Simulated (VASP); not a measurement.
# Re: relaxation of cell and atoms with LDA

The system is Re.

```
Re
1.0
     0.00000    1.93826    1.93826
     1.93826    0.00000    1.93826
     1.93826    1.93826    0.00000
Re
1
Direct
  0.00000 0.00000 0.00000
```

This isn't the form of Re at room conditions, which is hcp.

```yaml
Program: VASP 6.6.1
Task: relaxation of cell and atoms
Functional: LDA
Potentials_or_basis: VASP PAW LDA potentials, release 64 (Re)
Cutoff: 600 eV
k_mesh: 17 × 17 × 17
Occupations: fermi-dirac, width 0.1 eV
Spin: no spin polarisation
Target_pressure: -4.8 GPa
Dipole_correction: no
Further_INCAR_settings: ALGO = Normal; EDIFF = 1e-07; IBRION = 2; EDIFFG = -0.005; NSW = 60; ISIF = 3
```

```json
{
  "Relaxed volume": "14.62 Å³/atom",
  "Relaxed cell": "a = 2.744 Å, b = 2.744 Å, c = 2.744 Å, α = 60.00°, β = 60.00°, γ = 60.00°",
  "Space group after relaxing (to 0.1 Å)": "Fm-3m (No. 225)",
  "Energy change on relaxing (the run minimises the enthalpy)": "+1.4 meV/atom",
  "Ionic steps": "3",
  "Pressure after relaxing": "-4.8 GPa",
  "Band gap on the k mesh": "zero (an odd number of electrons rules out a gap without spin polarisation)"
}
```

The path:
```csv
step,energy change (eV),largest force (eV/Å),pressure (GPa),volume (Å³)
1,0.0000,0.0000,-3.40,14.56
2,0.0117,0.0000,-10.34,14.83
3,0.0014,0.0000,-4.81,14.62
```

Final structure:
```xyz
1
Lattice="0.0000 1.9406 1.9406 1.9406 0.0000 1.9406 1.9406 1.9406 0.0000" Properties=species:S:1:pos:R:3 pbc="T T T"
Re    0.0000    0.0000    0.0000
```

Levels at points of the mesh, in eV from the Fermi level:
```csv
k point,band 2,band 3,band 4,band 5,band 6,band 7
"(0.00, 0.00, 0.00)",-1.97,-1.97,-1.97,1.24,1.24,13.96
```

Wall time 63 s on 1 thread of Oxide Virtual Turin-like Processor, on a shared host, peak memory 0.12 GiB.

Caveat: the cell is relaxed towards a set pressure, so the run minimises the enthalpy, not the energy; spin-orbit coupling is left out, which moves the levels of the heavy elements.
